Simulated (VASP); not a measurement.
Here is a VASP 6.6.1 calculation.

The input POSCAR:

```
ZnS
1.0
    3.5533295122      0.0000000000      0.0000000000
   -1.7766647561      3.0772736256      0.0000000000
    0.0000000000      0.0000000000      5.8205993487
Zn S
2 2
Direct
    0.0000000000      0.0000000000      0.0000000000
    0.0000000000      0.0000000000      0.5000000000
    0.3333333333      0.6666666667      0.2500000000
    0.6666666667      0.3333333333      0.7500000000
```

Contents of INCAR.step1:

```
ALGO = Normal
EDIFF = 1E-4
ENCUT = 520
GGA = PE
ISMEAR = 0
LASPH = T
LCHARG = F
LREAL = F
LWAVE = T
NBANDS = 26
NELM = 100
PREC = Accurate
SIGMA = 0.01
```

The input INCAR.step2:

```
ALGO = Normal
EDIFF = 1E-6
ENCUT = 520
ISIF = 2
ISMEAR = 0
ISTART = 1
LASPH = T
LCHARG = F
LMIXTAU = T
LREAL = F
LWAVE = F
METAGGA = R2SCAN
NBANDS = 26
NELM = 100
PREC = Accurate
SIGMA = 0.01
```

Contents of KPOINTS:

```
k-points
0
Gamma
  6 6 4
```

Potentials or basis: VASP PAW PBE potentials, release 64 (Zn, S).

Launch:

```console
$ cat potpaw_PBE.64/Zn/POTCAR potpaw_PBE.64/S/POTCAR > POTCAR
$ cp INCAR.step1 INCAR
$ mpirun -np 1 vasp_std > vasp.out
$ cp INCAR.step2 INCAR
$ mpirun -np 1 vasp_std > vasp.out
```

Question: Predict the band gap on the k mesh.

Answer: 0.80 eV, indirect (least direct gap 2.61 eV).

Question: Predict the pressure.

Answer: 3.4 GPa.

Stress tensor (GPa, compression positive):
```
3.45 0.00 0.00
0.00 3.45 0.00
0.00 0.00 3.29
```

Caveat: the PAW data sets were made with another functional, which shifts forces and pressure a little. A k mesh can miss the band edges.
